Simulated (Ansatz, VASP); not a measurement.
**TiAl3: VASP beside Ansatz**

```
Ti Al
1.0
     3.81555    0.00000    0.00000
     0.00000    3.81555    0.00000
     0.00000    0.00000    8.55399
Ti Al
2 6
Direct
  0.00000 0.00000 0.00000
  0.50000 0.50000 0.50000
  0.50000 0.50000 0.00000
  0.00000 0.50000 0.25000
  0.50000 0.00000 0.25000
  0.00000 0.00000 0.50000
  0.50000 0.00000 0.75000
  0.00000 0.50000 0.75000
```

Alike in both runs: task single point; functional PBEsol; k mesh 10 × 10 × 4; occupations gaussian, width 0.1 eV; no spin polarisation.

|  | VASP | Ansatz |
| --- | --- | --- |
| version | VASP 6.6.1 | Ansatz 0.2.0 |
| potentials or method | VASP PAW PBE potentials, release 64 (Ti_sv, Al), cutoff 520 eV | scalar-relativistic, plane waves, PAW |
| valence electrons in the cell | 42 | 42 |

```csv
,VASP,Ansatz,Ansatz less VASP
gap on the k mesh at the Fermi level (eV),none,none,-
pressure (GPa),0.1,0.0,-0.10
"traceless stress, the component that is largest in VASP (GPa)",0.05,0.06,+0.014
```

VASP's potentials were made for PBE, not for PBEsol. A gap of «none» marks a metal or a gap that the smearing closes. The functional is the same, so the differences come from potentials, cutoffs and numerics.
